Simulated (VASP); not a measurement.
Crystal: TiC.

```xyz
2
Lattice="0.0000 2.1657 2.1441 2.1657 0.0000 2.1441 2.1657 2.1657 0.0000" Properties=species:S:1:pos:R:3 pbc="T T T"
Ti    0.0000    0.0000    0.0000
C     2.1657    2.1657    2.1441
```

Base run:

- Program: VASP 6.6.1
- Functional: PBE
- Potentials or basis: VASP PAW PBE potentials, release 64 (Ti_sv, C)
- Cutoff: 520 eV
- k mesh: 9 × 9 × 9
- Occupations: fermi-dirac, width 0.05 eV
- Spin: no spin polarisation

Its results: band gap on the k mesh zero (band 8 reaches 10.28 eV, above the bottom of band 9 at 9.13 eV); pressure 3.1 GPa.

The run is repeated on the same cell with these changes: functional from PBE to PBEsol; further incar settings from ALGO = Normal; EDIFF = 1e-07; NBANDS = 15 to ALGO = Normal; EDIFF = 1e-06; NBANDS = 15. What comes out?

Band gap on the k mesh zero (band 8 reaches 10.14 eV, above the bottom of band 9 at 8.98 eV); pressure -4.0 GPa.

Caveats: the PAW data sets were made with another functional, which shifts forces and pressure a little (some runs).
